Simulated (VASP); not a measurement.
# Re (Fm-3m) in VASP: a run that goes wrong, beside a sound one

A flawed run on Re and a sound one for comparison.

Program: VASP 6.6.1. These are calculated values, not measurements. Logs are shortened: lines on timing, memory, paths and dates and some standing lists are left out, and cuts for length are marked.

**1. The cell of the first run**

The structure is cubic, space group Fm-3m (No. 225). The conventional cell has a = 3.950 Å, b = 3.950 Å, c = 3.950 Å, α = 90.00°, β = 90.00°, γ = 90.00°. Within 3.7 Å of Re (site symmetry m-3m) lie 12 Re at 2.79 Å.

This isn't the form of Re at room conditions, which is hcp.

**2. A run with an altered input**

Input file INCAR:

```
SYSTEM = Re
GGA = PE
ISMEAR = 1
SIGMA = 0.1
LWAVE = .FALSE.
LCHARG = .FALSE.
ISIF = 2
PREC = Accurate
LASPH = .TRUE.
LREAL = .FALSE.
ALGO = Normal
EDIFF = 1E-6
NELM = 60
GGA_COMPAT = .FALSE.
ENCUT = 400
ICHARG = 11
```

Input file KPOINTS:

```
k-points
0
Gamma
  14 14 14
```

Input file POSCAR:

```
Re
1.0
    0.0000000000      1.9750000000      1.9750000000
    1.9750000000      0.0000000000      1.9750000000
    1.9750000000      1.9750000000      0.0000000000
Re
1
Direct
    0.0000000000      0.0000000000      0.0000000000
```

Potentials or basis: VASP PAW PBE potentials, release 64 (Re).

Launch:

```
$ cat potpaw_PBE.64/Re/POTCAR > POTCAR
$ mpirun -np 1 vasp_std > vasp.out
```

OUTCAR:

```text
SYSTEM = Re
   GGA = PE
   ISMEAR = 1
   ISIF = 2
   PREC = Accurate
   LASPH = .TRUE.
   LREAL = .FALSE.
   EDIFF = 1E-6
   NELM = 60
   ENCUT = 400
[... 27 lines left out ...]
   LASPH  =      T    aspherical Exc in radial PAW
   ENCUT  =  400.0 eV  29.40 Ry    5.42 a.u.   4.55  4.55  4.55*2*pi/ulx,y,z
   NELM   =     60;   NELMIN=  2; NELMDL= -5     # of ELM steps
   EDIFF  = 0.1E-05   stopping-criterion for ELM
   LREAL  =      F    real-space projection
   EDIFFG = 0.1E-04   stopping-criterion for IOM
   NSW    =      0    number of steps for IOM
   IBRION =     -1    ionic relax: 0-MD 1-quasi-New 2-CG
   NFREE  =      0    steps in history (QN), initial steepest desc. (CG)
   ISIF   =      2    stress and relaxation
[... 22 lines left out ...]
   AEXX    =    0.0000 exact exchange contribution
   IVDW    =     0    specifies the selected vdW correction
   LEPSILON=     F    determine dielectric tensor
   LRPA    =     F    only Hartree local field effects (RPA)

   CSHIFT  =0.1000    complex shift for real part using Kramers Kronig

   OMEGAMAX=  -1.0    maximum frequency
 non-spin polarized calculation
 Methfessel and Paxton  Order N= 1 SIGMA  =   0.10
  energy-cutoff  :      400.00
  volume of cell :       15.41
 maximum number of plane-waves:       295
```

On the terminal:

```text
POSCAR found type information on POSCAR Re
 POSCAR found :  1 types and       1 ions
[... 25 lines left out ...]

1
```

Run time: 1 s. Hardware: 1 thread of AMD EPYC 7R43 (Zen 3), shared host.

The input was rejected before any iteration. The input was made wrong on purpose: restart asked without its files (ICHARG = 11).

**3. Single point, PBE**

Edit INCAR of step 2 so:

```diff
@@ -12,5 +12,4 @@
 EDIFF = 1E-6
-NELM = 60
+NELM = 120
 GGA_COMPAT = .FALSE.
 ENCUT = 400
-ICHARG = 11
```

KPOINTS is that of step 2.

POSCAR is that of step 2.

Potentials or basis: VASP PAW PBE potentials, release 64 (Re).

Launch:

```
$ cat potpaw_PBE.64/Re/POTCAR > POTCAR
$ mpirun -np 1 vasp_std > vasp.out
```

Wall time 19 s (1 thread of AMD EPYC 7R43 (Zen 3), shared host); peak memory 0.08 GiB.

The run converged. Its results:

```
Free energy            : -12.3411 eV
Pressure               : -9.8 GPa
Band gap on the k mesh : zero (an odd number of electrons rules out a gap without spin polarisation)
```

Levels at points of the mesh, in eV from the Fermi level:
```tsv
k point	band 2	band 3	band 4	band 5	band 6	band 7
(0.00, 0.00, 0.00)	-1.77	-1.77	-1.77	1.20	1.20	13.89
(0.50, 0.00, 0.00)	-1.96	-1.96	0.18	3.58	3.58	9.34
(0.50, 0.50, 0.00)	-5.57	2.64	3.53	4.27	4.27	11.94
```

Caveat: the cell stands under tension; spin-orbit coupling is left out, which moves the levels of the heavy elements.
